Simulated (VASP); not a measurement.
# Zr3Cd2 (P4/mmm) in VASP: notebook

Zr3Cd2 is run at these levels: PBEsol; tasks: single point.

All numbers are computed with VASP 6.6.1; they aren't measurements. Logs are shortened: lines on timing, memory, paths and dates and some standing lists are left out, and cuts for length are marked.

### 1 The cell of the first run

The structure is tetragonal, space group P4/mmm (No. 123). Conventional cell: a = 5.481 Å, b = 5.481 Å, c = 5.167 Å, α = 90.00°, β = 90.00°, γ = 90.00°. Zr (site symmetry mmm) has 2 Zr at 2.74 Å and 2 Cd at 2.74 Å within 3.6 Å. Zr (site symmetry 4/mmm) has 4 Zr at 2.74 Å within 3.6 Å. Cd (site symmetry 4/mmm) has 2 Cd at 2.58 Å within 3.4 Å. Cd (site symmetry 4/mmm) has 2 Cd at 2.58 Å and 4 Zr at 2.74 Å within 3.4 Å.

### 2 Single point, PBEsol (uniaxial strain along c: +1.5 %)

File INCAR:

```
SYSTEM = Zr3Cd2
ALGO = Fast
EDIFF = 1E-6
ENCUT = 520
GGA = PS
ISIF = 2
ISMEAR = 0
LASPH = .TRUE.
LCHARG = .TRUE.
LELF = .TRUE.
LREAL = .FALSE.
LVHAR = .TRUE.
LWAVE = .FALSE.
NBANDS = 38
NELM = 80
PREC = Accurate
SIGMA = 0.1
```

File KPOINTS:

```
k-points
0
G
  8 8 8
  0 0 0
```

File POSCAR:

```
Zr3Cd2
1.0
    5.4811061266      0.0000000000      0.0000000000
    0.0000000000      5.4811061266      0.0000000000
    0.0000000000      0.0000000000      5.1671017412
Zr Cd
3 2
Direct
    0.0000000000      0.5000000000      0.0000000000
    0.5000000000      0.0000000000      0.0000000000
    0.0000000000      0.0000000000      0.0000000000
    0.5000000000      0.5000000000      0.5000000000
    0.5000000000      0.5000000000      0.0000000000
```

Potentials or basis: VASP PAW PBE potentials, release 64 (Zr_sv, Cd).

Started as:

```console
cat potpaw_PBE.64/Zr_sv/POTCAR potpaw_PBE.64/Cd/POTCAR > POTCAR
mpirun -np 1 vasp_std > vasp.out
```

OUTCAR:

```text
SYSTEM = Zr3Cd2
   EDIFF = 1E-6
   ENCUT = 520
   GGA = PS
   ISIF = 2
   ISMEAR = 0
   LASPH = .TRUE.
   LREAL = .FALSE.
   NELM = 80
   PREC = Accurate

 ion  position               nearest neighbor table
   1  0.000  0.500  0.000-   3 2.74   5 2.74   3 2.74   5 2.74   4 3.77   4 3.77   4 3.77   4 3.77
                             2 3.88   2 3.88   2 3.88   2 3.88
   2  0.500  0.000  0.000-   3 2.74   5 2.74   5 2.74   3 2.74   4 3.77   4 3.77   4 3.77   4 3.77
                             1 3.88   1 3.88   1 3.88   1 3.88
   3  0.000  0.000  0.000-   1 2.74   2 2.74   1 2.74   2 2.74
   4  0.500  0.500  0.500-   5 2.58   5 2.58   1 3.77   1 3.77   2 3.77   2 3.77   2 3.77   2 3.77
                             1 3.77   1 3.77
   5  0.500  0.500  0.000-   4 2.58   4 2.58   1 2.74   2 2.74   2 2.74   1 2.74

  LATTYP: Found a simple tetragonal cell.
 ALAT       =     5.4811061266
 C/A-ratio  =     0.9427114932

  Lattice vectors:

 A1 = (   5.4811061266,   0.0000000000,   0.0000000000)
 A2 = (   0.0000000000,   5.4811061266,   0.0000000000)
 A3 = (   0.0000000000,   0.0000000000,   5.1671017412)

Analysis of symmetry for initial positions (statically):
=====================================================================
 Subroutine PRICEL returns:
 Original cell was already a primitive cell.

 Routine SETGRP: Setting up the symmetry group for a
 simple tetragonal supercell.

 Subroutine GETGRP returns: Found 16 space group operations
 (whereof 16 operations were pure point group operations)
 out of a pool of 16 trial point group operations.

The static configuration has the point symmetry D_4h.

Analysis of symmetry for dynamics (positions and initial velocities):
=====================================================================
 Subroutine PRICEL returns:
 Original cell was already a primitive cell.

 Routine SETGRP: Setting up the symmetry group for a
 simple tetragonal supercell.

 Subroutine GETGRP returns: Found 16 space group operations
 (whereof 16 operations were pure point group operations)
 out of a pool of 16 trial point group operations.

The dynamic configuration has the point symmetry D_4h.

 Subroutine INISYM returns: Found 16 space group operations
 (whereof 16 operations are pure point group operations),
 and found     1 'primitive' translations

----------------------------------------------------------------------------------------

                                     Primitive cell

  volume of cell :     155.2328

  direct lattice vectors                    reciprocal lattice vectors
     5.481106127  0.000000000  0.000000000     0.182444926  0.000000000  0.000000000
     0.000000000  5.481106127  0.000000000     0.000000000  0.182444926  0.000000000
     0.000000000  0.000000000  5.167101741     0.000000000  0.000000000  0.193532090

  length of vectors
     5.481106127  5.481106127  5.167101741     0.182444926  0.182444926  0.193532090

  position of ions in fractional coordinates (direct lattice)
     0.000000000  0.500000000  0.000000000
     0.500000000  0.000000000  0.000000000
     0.000000000  0.000000000  0.000000000
     0.500000000  0.500000000  0.500000000
     0.500000000  0.500000000  0.000000000

  ion indices of the primitive-cell ions
   primitive index   ion index
                 1           1
                 2           2
                 3           3
                 4           4
                 5           5

----------------------------------------------------------------------------------------

 KPOINTS: k-points

Automatic generation of k-mesh.
 Grid dimensions read from file:
 generate k-points for:    8    8    8

 Generating k-lattice:

  Cartesian coordinates                     Fractional coordinates (reciprocal lattice)
     0.022805616  0.000000000  0.000000000     0.125000000  0.000000000  0.000000000
     0.000000000  0.022805616  0.000000000     0.000000000  0.125000000  0.000000000
     0.000000000  0.000000000  0.024191511     0.000000000  0.000000000  0.125000000

  Length of vectors
     0.022805616  0.022805616  0.024191511

  Shift w.r.t. Gamma in fractional coordinates (k-lattice)
     0.000000000  0.000000000  0.000000000

 Subroutine IBZKPT returns following result:
 ===========================================

 Found     75 irreducible k-points:

 Following reciprocal coordinates:
            Coordinates               Weight
  0.000000  0.000000  0.000000      1.000000
  0.125000  0.000000  0.000000      4.000000
  0.250000  0.000000  0.000000      4.000000
  0.375000  0.000000  0.000000      4.000000
  0.500000  0.000000  0.000000      2.000000
  0.125000  0.125000  0.000000      4.000000
[... 16 lines left out ...]
  0.375000  0.125000  0.125000     16.000000
  0.500000  0.125000  0.125000      8.000000
 [... further k-points ...]
   k-points           NKPTS =     75   k-points in BZ     NKDIM =     75   number of bands    NBANDS=     38
   number of dos      NEDOS =    301   number of ions     NIONS =      5
   total plane-waves  NPLWV =  70560
   dimension x,y,z NGX =    42 NGY =   42 NGZ =   40
   dimension x,y,z NGXF=    84 NGYF=   84 NGZF=   80
   ions per type =               3   2
   NGX,Y,Z   is equivalent  to a cutoff of  12.74, 12.74, 12.87 a.u.
   NGXF,Y,Z  is equivalent  to a cutoff of  25.48, 25.48, 25.74 a.u.
 SYSTEM =  Zr3Cd2
   PREC   = accura    normal or accurate (medium, high low for compatibility)
   ISTART =      0    job   : 0-new  1-cont  2-samecut
   ICHARG =      2    charge: 1-file 2-atom 10-const
   ISPIN  =      1    spin polarized calculation?
   LNONCOLLINEAR =      F non collinear calculations
   LSORBIT =      F    spin-orbit coupling
   LASPH  =      T    aspherical Exc in radial PAW
   ENCUT  =  520.0 eV  38.22 Ry    6.18 a.u.  10.19 10.19  9.61*2*pi/ulx,y,z
   NELM   =     80;   NELMIN=  2; NELMDL= -5     # of ELM steps
   EDIFF  = 0.1E-05   stopping-criterion for ELM
   LREAL  =      F    real-space projection
   EDIFFG = 0.1E-04   stopping-criterion for IOM
   NSW    =      0    number of steps for IOM
   IBRION =     -1    ionic relax: 0-MD 1-quasi-New 2-CG
   NFREE  =      0    steps in history (QN), initial steepest desc. (CG)
   ISIF   =      2    stress and relaxation
   ISYM   =      2    0-nonsym 1-usesym 2-fastsym
   POTIM  = 0.5000    time-step for ionic-motion
   TEBEG  =    0.0;   TEEND  =   0.0 temperature during run
   PSTRESS=    0.0 pullay stress
   NELECT =      60.0000    total number of electrons
   NUPDOWN=      -1.0000    fix difference up-down
   EMIN   =  10.00;   EMAX   =-10.00  energy-range for DOS
   EFERMI =   0.00;   METHOD = LEGACY
   ISMEAR =     0;   SIGMA  =   0.10  broadening in eV -4-tet -1-fermi 0-gaus
   EFERMI_NEDOS =   21; number of points for ismear=-14 and -15
   IALGO  =     68    algorithm
   IMIX   =      4    mixing-type and parameters
     AMIX     =   0.40;   BMIX     =  1.00
     AMIX_MAG =   1.60;   BMIX_MAG =  1.00
  volume/ion in A,a.u.               =      31.05       209.51
  Fermi-wavevector in a.u.,A,eV,Ry     =   1.192516  2.253528 19.348759  1.422094
  Thomas-Fermi vector in A             =   2.328552
   LORBIT       =      0    0 simple, 1 ext, 2 COOP (PROOUT), +10 PAW based schemes
   GGA     = PS    functional components
   LHFCALC =     F    Hartree Fock is set to
   AEXX    =    0.0000 exact exchange contribution
   IVDW    =     0    specifies the selected vdW correction
   LEPSILON=     F    determine dielectric tensor
   LRPA    =     F    only Hartree local field effects (RPA)
 non-spin polarized calculation
 RMM-DIIS sequential band-by-band and
 Gauss-broadening in eV      SIGMA  =   0.10
  energy-cutoff  :      520.00
  volume of cell :      155.23
 maximum number of plane-waves:      4252
 NGX is ok and might be reduce to    42
   NGX = 21   NGY = 21   NGZ = 19

 number of electron      60.0000017 magnetization

 Free energy of the ion-electron system (eV)
  ---------------------------------------------------
  ext. energy  EPLUGINS =         0.00000000
  ---------------------------------------------------
  free energy    TOTEN  =       -23.61504110 eV

  energy without entropy =      -23.58623302  energy(sigma->0) =      -23.60063706

 E-fermi :   3.6955     XC(G=0):  -9.3830

 val. band max:        3.6894143664   @ k =   0.3750   0.1250   0.5000
 cond. band min:       3.7081708278   @ k =   0.5000   0.3750   0.1250
 fundamental gap:      0.0187564614
 Fermi energy:         3.6955103153

 k-point     1 :       0.0000    0.0000    0.0000
  band No.  band energies     occupation
      1     -45.4011      2.00000
      2     -45.3430      2.00000
      3     -44.7102      2.00000
      4     -24.0240      2.00000
      5     -24.0240      2.00000
      6     -23.5602      2.00000
[... 30 lines left out ...]
     37       6.4412      0.00000
     38       7.1445      0.00000

 k-point     2 :       0.1250    0.0000    0.0000
  band No.  band energies     occupation
      1     -45.3974      2.00000
      2     -45.3433      2.00000
      3     -44.7139      2.00000
      4     -24.0213      2.00000
      5     -23.9646      2.00000
      6     -23.5570      2.00000
[... 30 lines left out ...]
     37       6.4154      0.00000
     38       7.6001      0.00000

 k-point     3 :       0.2500    0.0000    0.0000
  band No.  band energies     occupation
      1     -45.3881      2.00000
      2     -45.3446      2.00000
      3     -44.7233      2.00000
      4     -24.0148      2.00000
      5     -23.7992      2.00000
      6     -23.5486      2.00000
[... 30 lines left out ...]
     37       6.3054      0.00000
[... 781 lines left out ...]
 k-point    23 :       0.3750    0.1250    0.1250
  band No.  band energies     occupation
      1     -45.3741      2.00000
      2     -45.3467      2.00000
      3     -44.7369      2.00000
      4     -23.9472      2.00000
      5     -23.6065      2.00000
      6     -23.5363      2.00000
[... 30 lines left out ...]
     37       5.6977      0.00000
     38       6.2669      0.00000

 k-point    24 :       0.5000    0.1250    0.1250
  band No.  band energies     occupation
      1     -45.3691      2.00000
      2     -45.3481      2.00000
      3     -44.7409      2.00000
      4     -23.9440      2.00000
      5     -23.5779      2.00000
      6     -23.5314      2.00000
[... 30 lines left out ...]
     37       5.4275      0.00000
     38       5.5528      0.00000

 [... further k-points ...]

------------------------ aborting loop because EDIFF is reached ----------------------------------------

  FORCE on cell =-STRESS in cart. coord.  units (eV):
  Direction    XX          YY          ZZ          XY          YZ          ZX
  --------------------------------------------------------------------------------------
  -------------------------------------------------------------------------------------
  Total        0.7498391      0.7498391     -0.9903379      0.0000000     -0.0000000      0.0000000
  in kB        7.7391845      7.7391845    -10.2214042      0.0000000     -0.0000000      0.0000000
  external PRESSURE =       1.7523216 kB  Pullay stress =       0.0000000 kB

 VOLUME and BASIS-vectors are now :
 -----------------------------------------------------------------------------
  energy-cutoff  :      520.00
  volume of cell :      155.23
      direct lattice vectors                 reciprocal lattice vectors
     5.481106127  0.000000000  0.000000000     0.182444926  0.000000000  0.000000000
     0.000000000  5.481106127  0.000000000     0.000000000  0.182444926  0.000000000
     0.000000000  0.000000000  5.167101741     0.000000000  0.000000000  0.193532090

 POSITION                                       TOTAL-FORCE (eV/Angst)
 -----------------------------------------------------------------------------------
      0.00000      2.74055      0.00000         0.000000      0.000000      0.000000
      2.74055      0.00000      0.00000         0.000000      0.000000      0.000000
      0.00000      0.00000      0.00000         0.000000      0.000000      0.000000
      2.74055      2.74055      2.58355         0.000000      0.000000      0.000000
      2.74055      2.74055      0.00000         0.000000      0.000000      0.000000
 -----------------------------------------------------------------------------------
    total drift:                                0.000000      0.000000     -0.000000

  FREE ENERGIE OF THE ION-ELECTRON SYSTEM (eV)
  ---------------------------------------------------
  free  energy   TOTEN  =       -23.6150411023 eV

  energy  without entropy=      -23.5862330239  energy(sigma->0) =      -23.60063706
```

Run time: 5.5 min. Hardware: 1 thread of Intel Xeon 6975P-C (Granite Rapids), shared host; peak memory 0.51 GiB.

Results:

```
Free energy            : -23.6150 eV
Pressure               : 0.2 GPa
Band gap on the k mesh : zero (bands 30 and 31 overlap by 0.97 eV)
```

Caveat: the cell differs from its parent crystal (uniaxial strain along c: +1.5 %); the PAW data sets were made with another functional, which shifts forces and pressure a little.

(Part 1 of 3 ends here.)

The gap in the log of VASP goes by the Fermi energy; the results here count the filled bands.